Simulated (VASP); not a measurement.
# SiO2: single point with LDA

Crystal: SiO2.

```
CELL_PARAMETERS angstrom
-2.61506 4.73787 4.43669
2.61506 -4.73787 4.43669
2.61506 4.73787 -4.43669
ATOMIC_POSITIONS crystal
Si 0.92756 0.84410 0.08345
Si 0.73935 0.15590 0.58345
Si 0.07244 0.15590 0.91655
Si 0.26065 0.84410 0.41655
O 0.12784 0.87784 0.25000
O 0.87216 0.12216 0.75000
O 0.79029 0.50000 0.79029
O 0.20971 0.00000 0.70971
O 0.20971 0.50000 0.20971
O 0.79029 0.00000 0.29029
O 0.00000 0.00000 0.00000
O 0.50000 0.00000 0.50000
```

```json
{"Program": "VASP 6.6.1", "Task": "single point", "Functional": "LDA", "Potentials or basis": "VASP PAW LDA potentials, release 64 (Si, O)", "Cutoff": "520 eV", "k mesh": "6 × 6 × 6", "Occupations": "gaussian, width 0.02 eV", "Spin": "no spin polarisation", "Dipole correction": "no", "Further INCAR settings": "ALGO = Normal; EDIFF = 1e-06; NBANDS = 44"}
```

```yaml
Pressure: 0.4 GPa
Largest_force: 0.056 eV/Å
Band_gap_on_the_k_mesh: 5.42 eV
```

Forces on the atoms (eV/Å):
```
Si   0.000 -0.044  0.035
Si   0.000 -0.044 -0.035
Si   0.000  0.044 -0.035
Si   0.000  0.044  0.035
O    0.000  0.000  0.000
O    0.000  0.000  0.000
O    0.000 -0.009  0.000
O    0.000  0.009  0.000
O    0.000  0.009  0.000
O    0.000 -0.009  0.000
O    0.000  0.000  0.000
O    0.000  0.000  0.000
```

Stress tensor (GPa, compression positive):
```
0.48 0.00 0.00
0.00 0.34 0.00
0.00 0.00 0.40
```

Levels at points of the mesh, in eV from the valence-band top:
| k point | band 28 | band 29 | band 30 | band 31 | band 32 | band 33 | band 34 | band 35 | band 36 | band 37 |
| --- | --- | --- | --- | --- | --- | --- | --- | --- | --- | --- |
| (0.00, 0.00, 0.00) | -1.31 | -1.05 | -0.75 | -0.46 | 0.00 | 5.42 | 8.35 | 8.71 | 8.87 | 9.07 |
| (0.50, 0.00, 0.00) | -1.22 | -0.58 | -0.57 | -0.32 | -0.17 | 6.39 | 6.92 | 8.49 | 9.00 | 9.05 |
| (0.00, 0.50, 0.00) | -1.41 | -0.89 | -0.85 | -0.79 | -0.22 | 7.64 | 7.71 | 8.36 | 8.46 | 9.18 |
| (0.50, 0.50, 0.00) | -1.50 | -0.99 | -0.99 | -0.43 | -0.43 | 7.62 | 7.62 | 8.85 | 8.85 | 9.12 |
| (0.50, 0.50, 0.50) | -1.37 | -0.60 | -0.26 | -0.24 | -0.02 | 7.33 | 7.47 | 7.69 | 7.85 | 8.62 |

Run time: 12 min on 1 thread of Intel(R) Xeon(R) Platinum 8259CL CPU @ 2.50GHz (Skylake/Cascade Lake) (shared host), peak memory 0.49 GiB.

A k mesh can miss the band edges.
